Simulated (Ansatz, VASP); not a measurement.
## Sc2Mo in VASP and in Ansatz

```
CELL_PARAMETERS angstrom
4.86927 0.00000 0.00000
-2.43463 4.21691 0.00000
0.00000 0.00000 2.85277
ATOMIC_POSITIONS crystal
Sc 0.66667 0.33333 0.50000
Sc 0.33333 0.66667 0.50000
Mo 0.00000 0.00000 0.00000
```

Change from the starting cell: species swapped into the HoCd2 type (P6/mmm, No. 191).

Alike in both runs: functional PBE; k mesh 12 × 12 × 16; occupations gaussian, width 0.1 eV; no spin polarisation.

Ansatz relaxed the structure, and its values are those at the end. VASP's run is a single point on that final structure, the one shown.

|  | VASP | Ansatz |
| --- | --- | --- |
| version | VASP 6.6.1 | Ansatz 0.2.0 |
| potentials or method | VASP PAW PBE potentials, release 64 (Sc_sv, Mo_sv), cutoff 520 eV | scalar-relativistic, plane waves, PAW |
| valence electrons in the cell | 36 | 36 |

```csv
,VASP,Ansatz,Ansatz less VASP
gap on the k mesh at the Fermi level (eV),none,none,-
pressure (GPa),0.2,0.0,-0.20
```

A gap of «none» marks a metal or a gap that the smearing closes.
